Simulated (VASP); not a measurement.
The system is TaN.

```
Ta N
1.0
     5.19100    0.00000    0.00000
    -2.59550    4.49554    0.00000
     0.00000    0.00000    2.90800
Ta N
3 3
Direct
  0.66667 0.33333 0.50000
  0.33333 0.66667 0.50000
  0.00000 0.00000 0.00000
  0.00000 0.50000 0.00000
  0.50000 0.50000 0.00000
  0.50000 0.00000 0.00000
```

Base run:

| Item | Value |
| --- | --- |
| Program | VASP 6.6.1 |
| Functional | RPBE |
| Potentials or basis | VASP PAW PBE potentials, release 64 (Ta_pv, N) |
| Cutoff | 520 eV |
| k mesh | 6 × 6 × 9 |
| Occupations | fermi-dirac, width 0.05 eV |
| Spin | no spin polarisation |

Its results: band gap on the k mesh zero (band 24 reaches 9.14 eV, above the bottom of band 25 at 7.08 eV); pressure 14.9 GPa.

**Question.** The run is repeated on the same cell with these changes: functional from RPBE to revPBE; further incar settings from ALGO = Normal; EDIFF = 1e-07; NBANDS = 33 to ALGO = Normal; EDIFF = 1e-06; NBANDS = 33. What comes out?

**Answer.** Band gap on the k mesh zero (band 24 reaches 9.10 eV, above the bottom of band 25 at 7.05 eV); pressure 13.7 GPa.

Caveats: the PAW data sets were made with another functional, which shifts forces and pressure a little; spin-orbit coupling is left out, which moves the levels of the heavy elements.
